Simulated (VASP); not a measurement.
# Ge (P-3m1) in VASP: notebook

The runs below take Ge through single point, with PBE-based screened hybrid with 25 % exact exchange, PBE0.

Everything below comes from runs of VASP 6.6.1. Logs are shortened: lines on timing, memory, paths and dates and some standing lists are left out, and cuts for length are marked.

## 1. The cell of the first run

The structure is trigonal, space group P-3m1 (No. 164). Conventional cell: a = 4.090 Å, b = 4.090 Å, c = 3.327 Å, α = 90.00°, β = 90.00°, γ = 120.00°. Within 3.4 Å of Ge (site symmetry 3m) lie 8 Ge at 2.54 to 3.36 Å.

## 2. Single point, PBE-based screened hybrid with 25 % exact exchange

Contents of POSCAR:

```
Ge
1.0
    4.0904100000      0.0000000000      0.0000000000
   -2.0452000000      3.5424000000      0.0000000000
    0.0000000000      0.0000000000      3.3265800000
Ge
2
Direct
    0.6666700000      0.3333300000      0.1408600000
    0.3333300000      0.6666700000      0.8591400000
```

Contents of INCAR.step1:

```
PREC     = Accurate       # precision mode
ENCUT    = 410            # plane-wave cutoff, eV
EDIFF    = 1E-5           # SCF threshold, eV
ISMEAR   = -1             # smearing method
SIGMA    = 0.05           # smearing width, eV
LREAL    = F              # projectors in reciprocal space
LASPH    = T              # aspherical terms in the spheres
NELM     = 120            # most SCF steps
ALGO     = Normal         # electronic algorithm
ISIF     = 2              # what is computed and relaxed
LWAVE    = T              # write WAVECAR
LCHARG   = F              # write CHGCAR
GGA      = PE             # functional
NBANDS   = 21             # bands
GGA_COMPAT= F
```

Contents of INCAR.step2:

```
PREC     = Accurate       # precision mode
ENCUT    = 410            # plane-wave cutoff, eV
EDIFF    = 1E-6           # SCF threshold, eV
ISMEAR   = -1             # smearing method
SIGMA    = 0.05           # smearing width, eV
LREAL    = F              # projectors in reciprocal space
LASPH    = T              # aspherical terms in the spheres
NELM     = 120            # most SCF steps
ALGO     = Normal         # electronic algorithm
ISIF     = 2              # what is computed and relaxed
LWAVE    = F              # write WAVECAR
LCHARG   = F              # write CHGCAR
GGA      = PE             # functional
LHFCALC  = T              # exact exchange
AEXX     = 0.25           # exact-exchange fraction
HFSCREEN = 0.3            # screening, 1/A
PRECFOCK = Normal       
ISTART   = 1            
NBANDS   = 21             # bands
GGA_COMPAT= F
```

Contents of KPOINTS:

```
regular mesh
0
Gamma
  4 4 4
```

Potentials or basis: VASP PAW PBE potentials, release 64 (Ge_d).

Run with:

```sh
> cat potpaw_PBE.64/Ge_d/POTCAR > POTCAR
> cp INCAR.step1 INCAR
> mpirun -np 1 vasp_std > vasp.out
> cp INCAR.step2 INCAR
> mpirun -np 1 vasp_std > vasp.out
```

OUTCAR:

```text
PREC = Accurate
   ENCUT = 410
   EDIFF = 1E-6
   ISMEAR = -1
   LREAL = F
   LASPH = T
   NELM = 120
   ISIF = 2
   GGA = PE
   LHFCALC = T
   AEXX = 0.25
   HFSCREEN = 0.3
   PRECFOCK = Normal
   ISTART = 1

 ion  position               nearest neighbor table
   1  0.667  0.333  0.141-   2 2.54   2 2.54   2 2.54
   2  0.333  0.667  0.859-   1 2.54   1 2.54   1 2.54

  LATTYP: Found a hexagonal cell.
 ALAT       =     4.0904100000
 C/A-ratio  =     0.8132632181

  Lattice vectors:

 A1 = (   4.0904100000,   0.0000000000,   0.0000000000)
 A2 = (  -2.0452000000,   3.5424000000,   0.0000000000)
 A3 = (   0.0000000000,   0.0000000000,   3.3265800000)

Analysis of symmetry for initial positions (statically):
=====================================================================
 Subroutine PRICEL returns:
 Original cell was already a primitive cell.

 Routine SETGRP: Setting up the symmetry group for a
 hexagonal supercell.

 Subroutine GETGRP returns: Found  4 space group operations
 (whereof  4 operations were pure point group operations)
 out of a pool of 24 trial point group operations.

The static configuration has the point symmetry C_2h.

Analysis of symmetry for dynamics (positions and initial velocities):
=====================================================================
 Subroutine PRICEL returns:
 Original cell was already a primitive cell.

 Routine SETGRP: Setting up the symmetry group for a
 hexagonal supercell.

 Subroutine GETGRP returns: Found  4 space group operations
 (whereof  4 operations were pure point group operations)
 out of a pool of 24 trial point group operations.

The dynamic configuration has the point symmetry C_2h.

 Subroutine INISYM returns: Found  4 space group operations
 (whereof  4 operations are pure point group operations),
 and found     1 'primitive' translations

----------------------------------------------------------------------------------------

                                     Primitive cell

  volume of cell :      48.2017

  direct lattice vectors                    reciprocal lattice vectors
     4.090410000  0.000000000  0.000000000     0.244474270  0.141146900  0.000000000
    -2.045200000  3.542400000  0.000000000     0.000000000  0.282294490  0.000000000
     0.000000000  0.000000000  3.326580000     0.000000000  0.000000000  0.300609034

  length of vectors
     4.090410000  4.090408390  3.326580000     0.282294379  0.282294490  0.300609034

  position of ions in fractional coordinates (direct lattice)
     0.666670000  0.333330000  0.140860000
     0.333330000  0.666670000  0.859140000

  ion indices of the primitive-cell ions
   primitive index   ion index
                 1           1
                 2           2

----------------------------------------------------------------------------------------

 KPOINTS: regular mesh

Automatic generation of k-mesh.
 Grid dimensions read from file:
 generate k-points for:    4    4    4

 Generating k-lattice:

  Cartesian coordinates                     Fractional coordinates (reciprocal lattice)
     0.061118568  0.035286725  0.000000000     0.250000000 -0.000000000  0.000000000
     0.000000000  0.070573622  0.000000000     0.000000000  0.250000000  0.000000000
     0.000000000  0.000000000  0.075152258     0.000000000  0.000000000  0.250000000

  Length of vectors
     0.070573595  0.070573622  0.075152258

  Shift w.r.t. Gamma in fractional coordinates (k-lattice)
     0.000000000  0.000000000  0.000000000

 Subroutine IBZKPT returns following result:
 ===========================================

 Found     24 irreducible k-points:

 Following reciprocal coordinates:
            Coordinates               Weight
  0.000000  0.000000  0.000000      1.000000
  0.250000  0.000000  0.000000      4.000000
 -0.250000  0.250000  0.000000      2.000000
  0.500000  0.000000  0.000000      2.000000
  0.500000  0.500000  0.000000      1.000000
  0.250000  0.250000  0.000000      2.000000
[... 16 lines left out ...]
  0.250000  0.250000  0.500000      2.000000
 -0.250000  0.500000  0.500000      4.000000
   k-points           NKPTS =     24   k-points in BZ     NKDIM =     64   number of bands    NBANDS=     21
   number of dos      NEDOS =    301   number of ions     NIONS =      2
   total plane-waves  NPLWV =  18816
   dimension x,y,z NGX =    28 NGY =   28 NGZ =   24
   dimension x,y,z NGXF=    56 NGYF=   56 NGZF=   48
   ions per type =               2
   NGX,Y,Z   is equivalent  to a cutoff of  11.38, 11.38, 11.99 a.u.
   NGXF,Y,Z  is equivalent  to a cutoff of  22.76, 22.76, 23.99 a.u.
 SYSTEM =  unknown system
   PREC   = accura    normal or accurate (medium, high low for compatibility)
   ISTART =      1    job   : 0-new  1-cont  2-samecut
   ICHARG =      0    charge: 1-file 2-atom 10-const
   ISPIN  =      1    spin polarized calculation?
   LNONCOLLINEAR =      F non collinear calculations
   LSORBIT =      F    spin-orbit coupling
   LASPH  =      T    aspherical Exc in radial PAW
   ENCUT  =  410.0 eV  30.13 Ry    5.49 a.u.   6.75  6.75  5.49*2*pi/ulx,y,z
   NELM   =    120;   NELMIN=  2; NELMDL=  0     # of ELM steps
   EDIFF  = 0.1E-05   stopping-criterion for ELM
   LREAL  =      F    real-space projection
   EDIFFG = 0.1E-04   stopping-criterion for IOM
   NSW    =      0    number of steps for IOM
   IBRION =     -1    ionic relax: 0-MD 1-quasi-New 2-CG
   NFREE  =      0    steps in history (QN), initial steepest desc. (CG)
   ISIF   =      2    stress and relaxation
   ISYM   =      3    0-nonsym 1-usesym 2-fastsym
   POTIM  = 0.5000    time-step for ionic-motion
   TEBEG  =    0.0;   TEEND  =   0.0 temperature during run
   PSTRESS=    0.0 pullay stress
   NELECT =      28.0000    total number of electrons
   NUPDOWN=      -1.0000    fix difference up-down
   EMIN   =  10.00;   EMAX   =-10.00  energy-range for DOS
   EFERMI =   0.00;   METHOD = LEGACY
   ISMEAR =    -1;   SIGMA  =   0.05  broadening in eV -4-tet -1-fermi 0-gaus
   EFERMI_NEDOS =   21; number of points for ismear=-14 and -15
   IALGO  =     38    algorithm
   IMIX   =      1    mixing-type and parameters
     AMIX     =   0.40;   BMIX     =  1.00
     AMIX_MAG =   1.60;   BMIX_MAG =  1.00
  volume/ion in A,a.u.               =      24.10       162.64
  Fermi-wavevector in a.u.,A,eV,Ry     =   1.365966  2.581302 25.386626  1.865864
  Thomas-Fermi vector in A             =   2.492148
   LORBIT       =      0    0 simple, 1 ext, 2 COOP (PROOUT), +10 PAW based schemes
   GGA     = PE    functional components
   LHFCALC =     T    Hartree Fock is set to
   PRECFOCK=normal    Normal, Fast or Accurate (Low or Medium for compatibility)
   ENCUT4O =  -1.0   cutoff for four orbital integrals eV
   NKREDX  =     1    reduce k-point grid by
   NKREDY  =     1    reduce k-point grid by
   NKREDZ  =     1    reduce k-point grid by
   AEXX    =    0.2500 exact exchange contribution
   HFSCREEN=    0.3000 screening length (either q_TF or 0.3 A-1)
   HFSCREENC=   0.3000 screening length for correlation (either q_TF or 0.3 A-1)
   ENCUTFOCK=  -1.0 apply spherical cutoff to Coloumb kernel
   IVDW    =     0    specifies the selected vdW correction
   LEPSILON=     F    determine dielectric tensor
   LRPA    =     F    only Hartree local field effects (RPA)
 non-spin polarized calculation
  energy-cutoff  :      410.00
  volume of cell :       48.20
 maximum number of plane-waves:       918
  NGX = 24; NGY = 24; NGZ = 18

 number of electron      28.0000021 magnetization

 Free energy of the ion-electron system (eV)
  ---------------------------------------------------
  ext. energy  EPLUGINS =         0.00000000
  ---------------------------------------------------
  free energy    TOTEN  =        -9.50432940 eV

  energy without entropy =       -9.49304233  energy(sigma->0) =       -9.49868587

 E-fermi :   4.2936     XC(G=0):  -8.2877

 val. band max:        4.1196989027   @ k =   0.0000   0.0000   0.2500
 cond. band min:       4.3470868526   @ k =   0.2500   0.0000   0.5000
 fundamental gap:      0.2273879499
 Fermi energy:         4.2936412012

 k-point     1 :       0.0000    0.0000    0.0000
  band No.  band energies     occupation
      1     -23.6407      2.00000
      2     -23.6406      2.00000
      3     -23.6005      2.00000
      4     -23.5819      2.00000
      5     -23.5734      2.00000
      6     -23.5734      2.00000
[... 13 lines left out ...]
     20      17.2467      0.00000
     21      18.5270      0.00000

 k-point     2 :       0.2500    0.0000    0.0000
  band No.  band energies     occupation
      1     -23.6506      2.00000
      2     -23.6422      2.00000
      3     -23.6111      2.00000
      4     -23.5701      2.00000
      5     -23.5593      2.00000
      6     -23.5423      2.00000
[... 13 lines left out ...]
     20      14.7045      0.00000
     21      15.6338      0.00000

 k-point     3 :      -0.2500    0.2500    0.0000
  band No.  band energies     occupation
      1     -23.6506      2.00000
      2     -23.6422      2.00000
      3     -23.6111      2.00000
      4     -23.5701      2.00000
      5     -23.5593      2.00000
      6     -23.5423      2.00000
[... 13 lines left out ...]
     20      14.7046      0.00000
     21      15.6338      0.00000

 k-point     4 :       0.5000    0.0000    0.0000
  band No.  band energies     occupation
      1     -23.6462      2.00000
      2     -23.6426      2.00000
      3     -23.6307      2.00000
      4     -23.5581      2.00000
      5     -23.5385      2.00000
      6     -23.5118      2.00000
[... 13 lines left out ...]
     20      15.0726      0.00000
     21      15.2000      0.00000

 k-point     5 :       0.5000    0.5000    0.0000
  band No.  band energies     occupation
      1     -23.6462      2.00000
      2     -23.6426      2.00000
      3     -23.6307      2.00000
      4     -23.5581      2.00000
      5     -23.5385      2.00000
      6     -23.5118      2.00000
[... 13 lines left out ...]
     20      15.0729      0.00000
     21      15.1999      0.00000
[... 382 lines left out ...]
     20      16.8350      0.00000
     21      16.9921      0.00000

 k-point    22 :       0.5000    0.5000    0.5000
  band No.  band energies     occupation
      1     -23.6439      2.00000
      2     -23.6279      2.00000
      3     -23.6180      2.00000
      4     -23.5681      2.00000
      5     -23.5498      2.00000
      6     -23.5024      2.00000
[... 13 lines left out ...]
     20      16.8353      0.00000
     21      16.9922      0.00000

 k-point    23 :       0.2500    0.2500    0.5000
  band No.  band energies     occupation
      1     -23.6466      2.00000
      2     -23.6331      2.00000
      3     -23.6142      2.00000
      4     -23.5680      2.00000
      5     -23.5336      2.00000
      6     -23.5057      2.00000
[... 13 lines left out ...]
     20      14.7735      0.00000
     21      17.2615      0.00000

 k-point    24 :      -0.2500    0.5000    0.5000
  band No.  band energies     occupation
      1     -23.6466      2.00000
      2     -23.6331      2.00000
      3     -23.6142      2.00000
      4     -23.5680      2.00000
      5     -23.5337      2.00000
      6     -23.5057      2.00000
[... 13 lines left out ...]
     20      14.7734      0.00000
     21      17.2617      0.00000

------------------------ aborting loop because EDIFF is reached ----------------------------------------

  FORCE on cell =-STRESS in cart. coord.  units (eV):
  Direction    XX          YY          ZZ          XY          YZ          ZX
  --------------------------------------------------------------------------------------
  -------------------------------------------------------------------------------------
  Total       -0.4844883     -0.4844249     -1.9406401      0.0000544      0.0002033     -0.0003522
  in kB      -16.1039156    -16.1018090    -64.5049688      0.0018097      0.0067589     -0.0117066
  external PRESSURE =     -32.2368978 kB  Pullay stress =       0.0000000 kB

 VOLUME and BASIS-vectors are now :
 -----------------------------------------------------------------------------
  energy-cutoff  :      410.00
  volume of cell :       48.20
      direct lattice vectors                 reciprocal lattice vectors
     4.090410000  0.000000000  0.000000000     0.244474270  0.141146900  0.000000000
    -2.045200000  3.542400000  0.000000000     0.000000000  0.282294490  0.000000000
     0.000000000  0.000000000  3.326580000     0.000000000  0.000000000  0.300609034

 POSITION                                       TOTAL-FORCE (eV/Angst)
 -----------------------------------------------------------------------------------
      2.04523      1.18079      0.46858        -0.000254      0.000147     -0.351833
     -0.00002      2.36161      2.85800         0.000254     -0.000147      0.351833
 -----------------------------------------------------------------------------------
    total drift:                               -0.000001     -0.000000     -0.000001

  FREE ENERGIE OF THE ION-ELECTRON SYSTEM (eV)
  ---------------------------------------------------
  free  energy   TOTEN  =        -9.5043293990 eV

  energy  without entropy=       -9.4930423318  energy(sigma->0) =       -9.49868587
```

Run time: 38 min. Hardware: 1 thread of Intel Xeon Platinum 8175M at 2.50GHz (Skylake/Cascade Lake), shared host; peak memory 0.26 GiB.

Results:

```yaml
Free_energy: -9.5043 eV
Pressure: -3.2 GPa
Largest_force: 0.352 eV/Å
Band_gap_on_the_k_mesh: zero (bands 14 and 15 overlap by 4.29 eV)
```

Forces on the atoms (eV/Å):
```
Ge   0.000  0.000 -0.352
Ge   0.000  0.000  0.352
```

Caveat: the k points lie up to 0.47 Å⁻¹ apart, too coarse for converged energies and pressures of a metal; the PAW data sets were made with another functional, which shifts forces and pressure a little.

(Part 1 of 2 ends here.)

The gap in the log of VASP goes by the Fermi energy; the results here count the filled bands.